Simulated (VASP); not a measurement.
Input of a VASP 6.6.1 run:

INCAR

```
SYSTEM = MnIr
ALGO = Normal ; EDIFF = 1E-6
ENCUT = 520 ; GGA = CA
ISIF = 2 ; ISMEAR = -1
ISPIN = 2 ; LASPH = .True.
LCHARG = .False. ; LMAXMIX = 4
LORBIT = 11 ; LREAL = .False.
LWAVE = .False. ; MAGMOM = 2.8 0
NBANDS = 22 ; NELM = 150
PREC = Accurate ; SIGMA = 0.1
```

The input KPOINTS:

```
k-points
0
Gamma
  10 10 10
  0 0 0
```

POSCAR

```
MnIr
1.0
    1.3246000000      0.7647600000      4.2398600000
   -1.3246000000      0.7647600000      4.2398600000
    0.0000000000     -1.5295100000      4.2398600000
Mn Ir
1 1
Direct
    0.5000000000      0.5000000000      0.5000000000
    0.0000000000      0.0000000000      0.0000000000
```

Potentials or basis: VASP PAW LDA potentials, release 64 (Mn_pv, Ir).

Command:

```sh
$ cat potpaw_LDA.64/Mn_pv/POTCAR potpaw_LDA.64/Ir/POTCAR > POTCAR
$ mpirun -np 1 vasp_std > vasp.out
```

What does it give for the net moment?

0.54 μB per cell.

Estimate the site moments.

Mn +0.54; Ir -0.01 μB.

Stress tensor (GPa, compression positive):
```
-15.91   0.00   0.00
  0.00 -15.91   0.00
  0.00   0.00 -16.00
```

Caveat: the cell stands under tension.
